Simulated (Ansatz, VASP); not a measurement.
**Co: VASP beside Ansatz**

The input INCAR:

```
PREC     = Accurate       # precision mode
ENCUT    = 690            # plane-wave cutoff, eV
EDIFF    = 1E-6           # SCF threshold, eV
ISMEAR   = 0              # smearing method
SIGMA    = 0.05           # smearing width, eV
LREAL    = False          # projectors in reciprocal space
LASPH    = True           # aspherical terms in the spheres
NELM     = 200            # most SCF steps
ALGO     = Normal         # electronic algorithm
ISIF     = 2              # what is computed and relaxed
LWAVE    = False          # write WAVECAR
LCHARG   = False          # write CHGCAR
ISPIN    = 2              # spin polarisation
MAGMOM   = 1.98           # initial moments
LORBIT   = 11             # projections on sites
LMAXMIX  = 4              # l up to which the mixer works
GGA      = PE             # functional
NBANDS   = 18             # bands
GGA_COMPAT= False
```

KPOINTS

```
Automatic mesh
0
Gamma
  10 10 10
```

Contents of POSCAR:

```
Co
1.0
    0.0000000000      1.7605739212      1.7605739212
    1.7605739212      0.0000000000      1.7605739212
    1.7605739212      1.7605739212      0.0000000000
Co
1
Direct
    0.0000000000      0.0000000000      0.0000000000
```

Input for Ansatz:

```yaml
crystal:
  lattice:
    - [0.0, 1.7605739212, 1.7605739212]
    - [1.7605739212, 0.0, 1.7605739212]
    - [1.7605739212, 1.7605739212, 0.0]
  atoms:
    - { symbol: Co, position: [0.0, 0.0, 0.0], spin: 1.98 }
basis:
  ecutwfc: 420
  ecutrho_ratio: 4
kpoints:
  mp_grid: { grid: [10, 10, 10] }
hamiltonian:
  xc: pbe
scf:
  occupations: { method: gaussian, width: 0.05 }
output:
  forces: true
  stress: true
  eigenvalues: true
  populations: true
magnetization:
  spin_polarized: true
```

Alike in both runs: task single point; functional PBE; k mesh 10 × 10 × 10; occupations gaussian, width 0.05 eV; collinear spin.

|  | VASP | Ansatz |
| --- | --- | --- |
| version | VASP 6.6.1 | Ansatz 0.2.0 |
| potentials or method | VASP PAW PBE potentials, release 64 (Co_sv), cutoff 690 eV | scalar-relativistic, plane waves, PAW |
| valence electrons in the cell | 17 | 17 |

|  | VASP | Ansatz | Ansatz less VASP |
| --- | --- | --- | --- |
| gap on the k mesh at the Fermi level (eV) | none | none | - |
| pressure (GPa) | -0.1 | 1.2 | +1.25 |
| net moment per atom (μB) | 1.73 | 1.73 | +0.001 |
| size of the moment on the site where the two differ most (μB) | 1.78 | 1.79 | +0.012 |

Site moments also hang on the region over which each program counts them. A gap of «none» marks a metal or a gap that the smearing closes.
